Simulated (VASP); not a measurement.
# SnTe (rock salt type) in VASP: further runs

Aim: see how the results for SnTe (rock salt type) move with the level of theory and the settings. Levels: HSE06, PBE. Tasks: single point.

Everything below comes from runs of VASP 6.6.1. Logs are shortened: lines on timing, memory, paths and dates and some standing lists are left out, and cuts for length are marked.

## (1) The cell of the first run

It takes space group R3m (No. 160, trigonal). The conventional cell has a = 4.533 Å, b = 4.533 Å, c = 11.102 Å, α = 90.00°, β = 90.00°, γ = 120.00°. Sn (site symmetry 3m) has 6 Te at 3.17 to 3.24 Å within 4.2 Å. Within 4.2 Å of Te (site symmetry 3m) lie 6 Sn at 3.17 to 3.24 Å.

## (2) Single point, HSE06

File POSCAR:

```
SnTe
1.0
    0.0000000000      3.2050000000      3.2050000000
    3.2050000000      0.0000000000      3.2050000000
    3.2050000000      3.2050000000      0.0000000000
Sn Te
1 1
Direct
    0.0054042147      0.0054042147      0.0054042147
    0.5000000000      0.5000000000      0.5000000000
```

File INCAR.step1:

```
PREC = Accurate ; ENCUT = 520
EDIFF = 1E-5 ; ISMEAR = -1
SIGMA = 0.05 ; LREAL = False
LASPH = True ; NELM = 60
ALGO = Normal ; ISIF = 2
LWAVE = True ; LCHARG = False
NBANDS = 17 ; GGA = PE
```

File INCAR.step2:

```
PREC = Accurate ; ENCUT = 520
EDIFF = 1E-6 ; ISMEAR = -1
SIGMA = 0.05 ; LREAL = False
LASPH = True ; NELM = 60
ALGO = Normal ; ISIF = 2
LWAVE = False ; LCHARG = False
GGA = PE ; LHFCALC = True
HFSCREEN = 0.2079 ; PRECFOCK = Normal
NBANDS = 17 ; ISTART = 1
```

File KPOINTS:

```
Automatic mesh
0
Gamma
  4 4 4
```

Potentials or basis: VASP PAW PBE potentials, release 64 (Sn_d, Te).

Started as:

```sh
$ cat potpaw_PBE.64/Sn_d/POTCAR potpaw_PBE.64/Te/POTCAR > POTCAR
$ cp INCAR.step1 INCAR
$ mpirun -np 1 vasp_std > vasp.out
$ cp INCAR.step2 INCAR
$ mpirun -np 1 vasp_std > vasp.out
```

OUTCAR:

```text
PREC = Accurate
   ENCUT = 520
   EDIFF = 1E-6
   ISMEAR = -1
   LREAL = False
   LASPH = True
   NELM = 60
   ISIF = 2
   GGA = PE
   LHFCALC = True
   HFSCREEN = 0.2079
   PRECFOCK = Normal
   ISTART = 1

 ion  position               nearest neighbor table
   1  0.005  0.005  0.005-   2 3.17   2 3.17   2 3.17   2 3.24   2 3.24   2 3.24
   2  0.500  0.500  0.500-   1 3.17   1 3.17   1 3.17   1 3.24   1 3.24   1 3.24

  LATTYP: Found a face centered cubic cell.
 ALAT       =     6.4100000000

  Lattice vectors:

 A1 = (   0.0000000000,   3.2050000000,   3.2050000000)
 A2 = (   3.2050000000,   0.0000000000,   3.2050000000)
 A3 = (   3.2050000000,   3.2050000000,   0.0000000000)

Analysis of symmetry for initial positions (statically):
=====================================================================
 Subroutine PRICEL returns:
 Original cell was already a primitive cell.

 Routine SETGRP: Setting up the symmetry group for a
 face centered cubic supercell.

 Subroutine GETGRP returns: Found  6 space group operations
 (whereof  6 operations were pure point group operations)
 out of a pool of 48 trial point group operations.

The static configuration has the point symmetry C_3v.

Analysis of symmetry for dynamics (positions and initial velocities):
=====================================================================
 Subroutine PRICEL returns:
 Original cell was already a primitive cell.

 Routine SETGRP: Setting up the symmetry group for a
 face centered cubic supercell.

 Subroutine GETGRP returns: Found  6 space group operations
 (whereof  6 operations were pure point group operations)
 out of a pool of 48 trial point group operations.

The dynamic configuration has the point symmetry C_3v.

 Subroutine INISYM returns: Found  6 space group operations
 (whereof  6 operations are pure point group operations),
 and found     1 'primitive' translations

----------------------------------------------------------------------------------------

                                     Primitive cell

  volume of cell :      65.8437

  direct lattice vectors                    reciprocal lattice vectors
     0.000000000  3.205000000  3.205000000    -0.156006240  0.156006240  0.156006240
     3.205000000  0.000000000  3.205000000     0.156006240 -0.156006240  0.156006240
     3.205000000  3.205000000  0.000000000     0.156006240  0.156006240 -0.156006240

  length of vectors
     4.532554467  4.532554467  4.532554467     0.270210734  0.270210734  0.270210734

  position of ions in fractional coordinates (direct lattice)
     0.005404215  0.005404215  0.005404215
     0.500000000  0.500000000  0.500000000

  ion indices of the primitive-cell ions
   primitive index   ion index
                 1           1
                 2           2

----------------------------------------------------------------------------------------

 KPOINTS: Automatic mesh

Automatic generation of k-mesh.
 Grid dimensions read from file:
 generate k-points for:    4    4    4

 Generating k-lattice:

  Cartesian coordinates                     Fractional coordinates (reciprocal lattice)
    -0.039001560  0.039001560  0.039001560     0.250000000  0.000000000  0.000000000
     0.039001560 -0.039001560  0.039001560     0.000000000  0.250000000  0.000000000
     0.039001560  0.039001560 -0.039001560     0.000000000  0.000000000  0.250000000

  Length of vectors
     0.067552684  0.067552684  0.067552684

  Shift w.r.t. Gamma in fractional coordinates (k-lattice)
     0.000000000  0.000000000  0.000000000

 Subroutine IBZKPT returns following result:
 ===========================================

 Found     13 irreducible k-points:

 Following reciprocal coordinates:
            Coordinates               Weight
  0.000000  0.000000  0.000000      1.000000
  0.250000  0.000000  0.000000      6.000000
  0.250000  0.250000  0.250000      2.000000
  0.500000  0.000000  0.000000      3.000000
  0.500000  0.500000  0.500000      1.000000
  0.250000  0.250000  0.000000      6.000000
  0.500000  0.250000  0.000000     12.000000
  0.250000  0.250000 -0.250000      6.000000
  0.500000  0.250000  0.500000      6.000000
 -0.250000  0.250000  0.000000      6.000000
  0.250000  0.250000  0.500000      6.000000
  0.500000  0.500000  0.000000      3.000000
 -0.250000  0.500000  0.250000      6.000000
   k-points           NKPTS =     13   k-points in BZ     NKDIM =     64   number of bands    NBANDS=     17
   number of dos      NEDOS =    301   number of ions     NIONS =      2
   total plane-waves  NPLWV =  46656
   dimension x,y,z NGX =    36 NGY =   36 NGZ =   36
   dimension x,y,z NGXF=    72 NGYF=   72 NGZF=   72
   ions per type =               1   1
   NGX,Y,Z   is equivalent  to a cutoff of  13.20, 13.20, 13.20 a.u.
   NGXF,Y,Z  is equivalent  to a cutoff of  26.41, 26.41, 26.41 a.u.
 SYSTEM =  unknown system
   PREC   = accura    normal or accurate (medium, high low for compatibility)
   ISTART =      1    job   : 0-new  1-cont  2-samecut
   ICHARG =      0    charge: 1-file 2-atom 10-const
   ISPIN  =      1    spin polarized calculation?
   LNONCOLLINEAR =      F non collinear calculations
   LSORBIT =      F    spin-orbit coupling
   LASPH  =      T    aspherical Exc in radial PAW
   ENCUT  =  520.0 eV  38.22 Ry    6.18 a.u.   8.43  8.43  8.43*2*pi/ulx,y,z
   NELM   =     60;   NELMIN=  2; NELMDL=  0     # of ELM steps
   EDIFF  = 0.1E-05   stopping-criterion for ELM
   LREAL  =      F    real-space projection
   EDIFFG = 0.1E-04   stopping-criterion for IOM
   NSW    =      0    number of steps for IOM
   IBRION =     -1    ionic relax: 0-MD 1-quasi-New 2-CG
   NFREE  =      0    steps in history (QN), initial steepest desc. (CG)
   ISIF   =      2    stress and relaxation
   ISYM   =      3    0-nonsym 1-usesym 2-fastsym
   POTIM  = 0.5000    time-step for ionic-motion
   TEBEG  =    0.0;   TEEND  =   0.0 temperature during run
   PSTRESS=    0.0 pullay stress
   NELECT =      20.0000    total number of electrons
   NUPDOWN=      -1.0000    fix difference up-down
   EMIN   =  10.00;   EMAX   =-10.00  energy-range for DOS
   EFERMI =   0.00;   METHOD = LEGACY
   ISMEAR =    -1;   SIGMA  =   0.05  broadening in eV -4-tet -1-fermi 0-gaus
   EFERMI_NEDOS =   21; number of points for ismear=-14 and -15
   IALGO  =     38    algorithm
   IMIX   =      1    mixing-type and parameters
     AMIX     =   0.40;   BMIX     =  1.00
     AMIX_MAG =   1.60;   BMIX_MAG =  1.00
  volume/ion in A,a.u.               =      32.92       222.17
  Fermi-wavevector in a.u.,A,eV,Ry     =   1.100475  2.079596 16.477267  1.211045
  Thomas-Fermi vector in A             =   2.236887
   LORBIT       =      0    0 simple, 1 ext, 2 COOP (PROOUT), +10 PAW based schemes
   GGA     = PE    functional components
   LHFCALC =     T    Hartree Fock is set to
   PRECFOCK=normal    Normal, Fast or Accurate (Low or Medium for compatibility)
   ENCUT4O =  -1.0   cutoff for four orbital integrals eV
   NKREDX  =     1    reduce k-point grid by
   NKREDY  =     1    reduce k-point grid by
   NKREDZ  =     1    reduce k-point grid by
   AEXX    =    0.2500 exact exchange contribution
   HFSCREEN=    0.2079 screening length (either q_TF or 0.3 A-1)
   HFSCREENC=   0.2079 screening length for correlation (either q_TF or 0.3 A-1)
   ENCUTFOCK=  -1.0 apply spherical cutoff to Coloumb kernel
   IVDW    =     0    specifies the selected vdW correction
   LEPSILON=     F    determine dielectric tensor
   LRPA    =     F    only Hartree local field effects (RPA)
 non-spin polarized calculation
  energy-cutoff  :      520.00
  volume of cell :       65.84
 maximum number of plane-waves:      1807
 NGX is ok and might be reduce to    36
  NGX = 28; NGY = 28; NGZ = 28

 number of electron      19.9999998 magnetization

 Free energy of the ion-electron system (eV)
  ---------------------------------------------------
  ext. energy  EPLUGINS =         0.00000000
  ---------------------------------------------------
  free energy    TOTEN  =        -9.02108404 eV

  energy without entropy =       -9.01858468  energy(sigma->0) =       -9.01983436

 E-fermi :   6.3049     XC(G=0):  -7.7463

 val. band max:        6.1677719875   @ k =   0.5000   0.0000   0.0000
 cond. band min:       6.4422930300   @ k =   0.5000   0.0000   0.0000
 fundamental gap:      0.2745210425
 Fermi energy:         6.3049452641

 k-point     1 :       0.0000    0.0000    0.0000
  band No.  band energies     occupation
      1     -18.0781      2.00000
      2     -18.0781      2.00000
      3     -18.0690      2.00000
      4     -18.0690      2.00000
      5     -18.0687      2.00000
      6      -7.6424      2.00000
[... 9 lines left out ...]
     16      11.5040      0.00000
     17      13.5484      0.00000

 k-point     2 :       0.2500    0.0000    0.0000
  band No.  band energies     occupation
      1     -18.0804      2.00000
      2     -18.0803      2.00000
      3     -18.0683      2.00000
      4     -18.0665      2.00000
      5     -18.0661      2.00000
      6      -7.1231      2.00000
[... 9 lines left out ...]
     16      12.7175      0.00000
     17      16.5920      0.00000

 k-point     3 :       0.2500    0.2500    0.2500
  band No.  band energies     occupation
      1     -18.0804      2.00000
      2     -18.0804      2.00000
      3     -18.0680      2.00000
      4     -18.0664      2.00000
      5     -18.0664      2.00000
      6      -7.1244      2.00000
[... 9 lines left out ...]
     16      12.7188      0.00000
     17      16.5974      0.00000

 k-point     4 :       0.5000    0.0000    0.0000
  band No.  band energies     occupation
      1     -18.0831      2.00000
      2     -18.0829      2.00000
      3     -18.0677      2.00000
      4     -18.0637      2.00000
      5     -18.0632      2.00000
      6      -6.3283      2.00000
[... 9 lines left out ...]
     16      15.6719      0.00000
     17      15.6779      0.00000
[... 123 lines left out ...]
      1     -18.0829      2.00000
      2     -18.0820      2.00000
      3     -18.0663      2.00000
      4     -18.0648      2.00000
      5     -18.0645      2.00000
      6      -6.4483      2.00000
[... 9 lines left out ...]
     16      14.6508      0.00000
     17      15.6203      0.00000

 k-point    12 :       0.5000    0.5000    0.0000
  band No.  band energies     occupation
      1     -18.0927      2.00000
      2     -18.0743      2.00000
      3     -18.0719      2.00000
      4     -18.0603      2.00000
      5     -18.0600      2.00000
      6      -6.0330      2.00000
[... 9 lines left out ...]
     16      17.3512      0.00000
     17      17.4685      0.00000

 k-point    13 :      -0.2500    0.5000    0.2500
  band No.  band energies     occupation
      1     -18.0881      2.00000
      2     -18.0788      2.00000
      3     -18.0663      2.00000
      4     -18.0660      2.00000
      5     -18.0601      2.00000
      6      -5.9423      2.00000
[... 9 lines left out ...]
     16      16.9815      0.00000
     17      17.6244      0.00000

------------------------ aborting loop because EDIFF is reached ----------------------------------------

  FORCE on cell =-STRESS in cart. coord.  units (eV):
  Direction    XX          YY          ZZ          XY          YZ          ZX
  --------------------------------------------------------------------------------------
  -------------------------------------------------------------------------------------
  Total       -0.4986343     -0.4986343     -0.4986343      0.0101512      0.0101512      0.0101512
  in kB      -12.1332912    -12.1332912    -12.1332912      0.2470088      0.2470088      0.2470088
  external PRESSURE =     -12.1332912 kB  Pullay stress =       0.0000000 kB

 VOLUME and BASIS-vectors are now :
 -----------------------------------------------------------------------------
  energy-cutoff  :      520.00
  volume of cell :       65.84
      direct lattice vectors                 reciprocal lattice vectors
     0.000000000  3.205000000  3.205000000    -0.156006240  0.156006240  0.156006240
     3.205000000  0.000000000  3.205000000     0.156006240 -0.156006240  0.156006240
     3.205000000  3.205000000  0.000000000     0.156006240  0.156006240 -0.156006240

 POSITION                                       TOTAL-FORCE (eV/Angst)
 -----------------------------------------------------------------------------------
      0.03464      0.03464      0.03464         0.074438      0.074438      0.074438
      3.20500      3.20500      3.20500        -0.074438     -0.074438     -0.074438
 -----------------------------------------------------------------------------------
    total drift:                               -0.000034     -0.000021     -0.000029

  FREE ENERGIE OF THE ION-ELECTRON SYSTEM (eV)
  ---------------------------------------------------
  free  energy   TOTEN  =        -9.0210840445 eV

  energy  without entropy=       -9.0185846773  energy(sigma->0) =       -9.01983436
```

It took 12 min on 1 thread of Intel Xeon 6975P-C (Granite Rapids), shared host; peak memory 0.33 GiB.

Results:

| Item | Value |
| --- | --- |
| Free energy | -9.0211 eV |
| Pressure | -1.2 GPa |
| Largest force | 0.129 eV/Å |
| Band gap on the k mesh | 0.27 eV, direct |

Forces on the atoms (eV/Å):
```
Sn   0.074  0.074  0.074
Te  -0.074 -0.074 -0.074
```

Caveat: the k points lie up to 0.42 Å⁻¹ apart; the PAW data sets were made with another functional, which shifts forces and pressure a little; spin-orbit coupling is left out, which moves the levels of the heavy elements. A k mesh can miss the band edges.

## (3) Single point, HSE06

POSCAR is that of step 2.

File INCAR.step1:

```
SYSTEM = SnTe
PREC = Accurate ; ENCUT = 520
EDIFF = 1E-5 ; ISMEAR = -1
SIGMA = 0.05 ; LREAL = .False.
LASPH = .True. ; NELM = 100
ALGO = Normal ; ISIF = 2
LWAVE = .True. ; NBANDS = 17
GGA = PE
```

File INCAR.step2:

```
SYSTEM = SnTe
PREC = Accurate ; ENCUT = 520
EDIFF = 1E-6 ; ISMEAR = -1
SIGMA = 0.05 ; LREAL = .False.
LASPH = .True. ; NELM = 100
ALGO = Normal ; ISIF = 2
LWAVE = .False. ; LCHARG = .True.
GGA = PE ; LHFCALC = .True.
HFSCREEN = 0.2079 ; PRECFOCK = Normal
LELF = .True. ; LVHAR = .True.
NBANDS = 17 ; ISTART = 1
```

File KPOINTS:

```
regular mesh
0
Gamma
  4 4 4
  0 0 0
```

Potentials or basis: VASP PAW PBE potentials, release 64 (Sn_d, Te).

Started as:

```sh
$ cat potpaw_PBE.64/Sn_d/POTCAR potpaw_PBE.64/Te/POTCAR > POTCAR
$ cp INCAR.step1 INCAR
$ mpirun -np 1 vasp_std > vasp.out
$ cp INCAR.step2 INCAR
$ mpirun -np 1 vasp_std > vasp.out
```

It took 12 min on 1 thread of Intel Xeon 6975P-C (Granite Rapids), shared host; peak memory 0.32 GiB.

Results (log left out):

| Item | Value |
| --- | --- |
| Free energy | -9.0211 eV |
| Pressure | -1.2 GPa |
| Largest force | 0.129 eV/Å |
| Band gap on the k mesh | 0.27 eV, direct |

Forces in eV/Å, atoms in the order of the input:
```
Sn   0.074  0.074  0.074
Te  -0.074 -0.074 -0.074
```

Levels at points of the mesh, in eV from the valence-band top:
```csv
k point,band 8,band 9,band 10,band 11,band 12,band 13
"(0.00, 0.00, 0.00)",-2.34,-2.34,-2.33,3.79,3.81,3.81
"(0.50, 0.00, 0.00)",-2.02,-2.01,0.00,0.27,0.71,0.71
"(0.50, 0.50, 0.50)",-2.02,-2.02,-0.05,0.32,0.70,0.70
"(0.50, 0.50, 0.00)",-5.91,-3.99,-3.98,2.65,5.39,5.40
```

Caveat: the k points lie up to 0.42 Å⁻¹ apart; the PAW data sets were made with another functional, which shifts forces and pressure a little; spin-orbit coupling is left out, which moves the levels of the heavy elements.

## (4) Single point, PBE

File INCAR:

```
  PREC = Accurate
  ENCUT = 520
  EDIFF = 1E-6
  ISMEAR = -1
  SIGMA = 0.05
  LREAL = False
  LASPH = True
  NELM = 80
  ALGO = Normal
  ISIF = 2
  LWAVE = False
  LCHARG = False
  GGA = PE
  NBANDS = 17
```

File KPOINTS:

```
Automatic mesh
0
Gamma
  4 4 4
```

POSCAR is that of step 3.

Started as:

```sh
$ cat potpaw_PBE.64/Sn_d/POTCAR potpaw_PBE.64/Te/POTCAR > POTCAR
$ mpirun -np 1 vasp_std > vasp.out
```

Run time: 25 s. Hardware: 1 thread of AMD EPYC 7R43 (Zen 3), shared host; peak memory 0.17 GiB.

The run converged. Its results:

```
Free energy            : -7.5650 eV
Pressure               : -0.2 GPa
Largest force          : 0.098 eV/Å
Band gap on the k mesh : 0.10 eV, direct
```

Forces in eV/Å, atoms in the order of the input:
```
Sn   0.057  0.057  0.057
Te  -0.057 -0.057 -0.057
```

Levels at points of the mesh, in eV from the valence-band top:
```
           k point  band 6  band 7  band 8  band 9  band 10  band 11  band 12  band 13  band 14  band 15
(0.00, 0.00, 0.00)  -12.41   -4.84   -1.98   -1.98    -1.97     3.25     3.27     3.27     4.88     4.88
(0.50, 0.00, 0.00)  -11.26   -8.04   -1.67   -1.66     0.00     0.10     0.49     0.49     7.68     8.62
(0.50, 0.50, 0.50)  -11.26   -8.03   -1.66   -1.66    -0.07     0.17     0.48     0.48     7.66     8.65
(0.50, 0.50, 0.00)  -11.00   -6.41   -5.18   -3.47    -3.46     2.39     4.71     4.73     6.04     8.90
```

Caveat: the k points lie up to 0.42 Å⁻¹ apart; spin-orbit coupling is left out, which moves the levels of the heavy elements. A k mesh can miss the band edges.

## (5) Single point, PBE

File INCAR:

```
PREC = Accurate
ENCUT = 520
EDIFF = 1E-6
ISMEAR = -1
SIGMA = 0.02
LREAL = F
LASPH = T
NELM = 60
ALGO = Normal
ISIF = 2
LWAVE = F
LCHARG = F
GGA = PE
NBANDS = 17
```

File KPOINTS:

```
Automatic mesh
0
Gamma
  6 6 6
```

Edit POSCAR of step 4 so:

```diff
@@ -8,3 +8,3 @@
 Direct
-    0.0054042147      0.0054042147      0.0054042147
+    0.0000000000      0.0000000000      0.0000000000
     0.5000000000      0.5000000000      0.5000000000
```

Started as:

```sh
$ cat potpaw_PBE.64/Sn_d/POTCAR potpaw_PBE.64/Te/POTCAR > POTCAR
$ mpirun -np 1 vasp_std > vasp.out
```

Wall time 46 s (1 thread of AMD EPYC 7R43 (Zen 3), shared host); peak memory 0.17 GiB.

It converged, with:

```yaml
Free_energy: -7.5648 eV
Pressure: 0.0 GPa
Band_gap_on_the_k_mesh: 0.05 eV, direct
```

Levels at points of the mesh, in eV from the valence-band top:
```
           k point  band 7  band 8  band 9  band 10  band 11  band 12  band 13  band 14
(0.00, 0.00, 0.00)   -4.87   -2.00   -2.00    -2.00     3.25     3.25     3.25     4.85
(0.50, 0.00, 0.00)   -8.07   -1.67   -1.67     0.00     0.05     0.45     0.45     7.67
(0.50, 0.50, 0.00)   -6.43   -5.21   -3.49    -3.49     2.38     4.69     4.69     6.02
```

Caveat: spin-orbit coupling is left out, which moves the levels of the heavy elements.

## (6) The runs side by side

| level | k mesh | smearing | grid for exact exchange (PRECFOCK) | screening parameter | gap on the mesh (eV) | pressure (GPa) | largest force (eV/Å) |
| --- | --- | --- | --- | --- | --- | --- | --- |
| HSE06 | 4 × 4 × 4 | fermi-dirac 0.05 eV | Normal | 0.2079 1/Å | 0.27 | -1.2 | 0.13 |
| PBE | 4 × 4 × 4 | fermi-dirac 0.05 eV | - | - | 0.10 | -0.2 | 0.10 |
| PBE | 6 × 6 × 6 | fermi-dirac 0.02 eV | - | - | 0.05 | 0.0 | - |

Some of these runs hold the atoms at other places in the same cell, which the table doesn't show; runs alike in all that it shows share one row.

Alike in all rows: task single point; potentials or basis VASP PAW PBE potentials, release 64 (Sn_d, Te); no spin polarisation; cell as given; cutoff (eV) 520.

Caveats: some runs use coarse meshes; spin-orbit coupling is left out, which moves the levels of the heavy elements; the PAW data sets were made with another functional, which shifts forces and pressure a little (some runs).

Absolute energies hang on the potentials; compare differences alone.
